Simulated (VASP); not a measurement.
Runs of VASP 6.6.1 on K. The structure is that of space group Im-3m (No. 229), or close to it. The cells are those of the table. 

```tsv
cell	further INCAR settings	gap on the mesh (eV)	pressure (GPa)
a = 4.527 Å, angles 109.3, 109.7, 109.3°, 1 atom	ALGO = Fast; EDIFF = 1e-07; NBANDS = 10	none	0.1
a = 4.557 Å, angles 109.9, 108.7, 109.9°, 1 atom	ALGO = Fast; EDIFF = 1e-06; NBANDS = 10	none	(a)
a = 4.542 Å, angles 109.6, 109.2, 109.6°, 1 atom	ALGO = Fast; EDIFF = 1e-06; NBANDS = 10	none	0.1
a = 4.519 Å, angles 109.2, 110.0, 109.2°, 1 atom	ALGO = Fast; EDIFF = 1e-06; NBANDS = 10	none	0.1
a = 4.512 Å, angles 109.1, 110.3, 109.1°, 1 atom	ALGO = Fast; EDIFF = 1e-06; NBANDS = 10	none	0.2
```

Alike in all rows: task single point; level PBE; potentials or basis VASP PAW PBE potentials, release 64 (K_sv); no spin polarisation; k mesh 14 × 14 × 14; cutoff (eV) 520; smearing gaussian 0.15 eV.

Q: Estimate the missing entries.

A: (a) 0.0.

A gap of «none» marks levels without a gap at the run's occupations.
